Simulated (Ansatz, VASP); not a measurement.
## CdS in VASP and in Ansatz

```
Cd S
1.0
     0.00000    2.80724    2.80724
     2.80724    0.00000    2.80724
     2.80724    2.80724    0.00000
Cd S
1 1
Cartesian
  0.0000 0.0000 0.0000
  2.8072 2.8072 2.8072
```

Change from the starting cell: volume scaled by 1.06.

Alike in both runs: task single point; functional LDA; k mesh 8 × 8 × 8; occupations fermi-dirac, width 0.05 eV; no spin polarisation.

```csv
,VASP,Ansatz
version,VASP 6.6.1,Ansatz 0.2.0
potentials or method,"VASP PAW LDA potentials, release 64 (Cd, S), cutoff 520 eV","all-electron LAPW, scalar-relativistic"
```

Ansatz gave:

```
gap on the k mesh at the Fermi level (eV) : none
pressure (GPa)                            : -9.7
```

Task: What did VASP give for the same quantities?

Result: gap on the k mesh at the Fermi level (eV): none; pressure (GPa): -9.4.

LDA's correlation is that of Perdew and Zunger in VASP and of Perdew and Wang (1992) in Ansatz. A gap of «none» marks a metal or a gap that the smearing closes. Ansatz ran all-electron here, and VASP with PAW potentials.
